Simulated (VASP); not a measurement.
A run of VASP 6.6.1 is set up as follows.

INCAR

```
SYSTEM = Li
PREC = Accurate
ENCUT = 520
EDIFF = 1E-6
ISMEAR = -1
SIGMA = 0.1
LREAL = .FALSE.
LASPH = .TRUE.
NELM = 100
ALGO = Normal
ISIF = 2
LWAVE = .FALSE.
LCHARG = .FALSE.
GGA = PS
NBANDS = 10
```

File KPOINTS:

```
regular mesh
0
G
  14 14 8
  0 0 0
```

The input POSCAR:

```
Li
1.0
    2.3077956410      0.0000000000      0.0000000000
   -1.1538978205      1.9986096519      0.0000000000
    0.0000000000      0.0000000000      3.7727182542
Li
2
Direct
    0.3333333333      0.6666666667      0.2500000000
    0.6666666667      0.3333333333      0.7500000000
```

Potentials or basis: VASP PAW PBE potentials, release 64 (Li_sv).

Run with:

```console
$ cat potpaw_PBE.64/Li_sv/POTCAR > POTCAR
$ mpirun -np 1 vasp_std > vasp.out
```

(1) Estimate the band gap on the k mesh.

Results:

(1) zero (band 3 reaches 6.89 eV, above the bottom of band 4 at 1.18 eV).
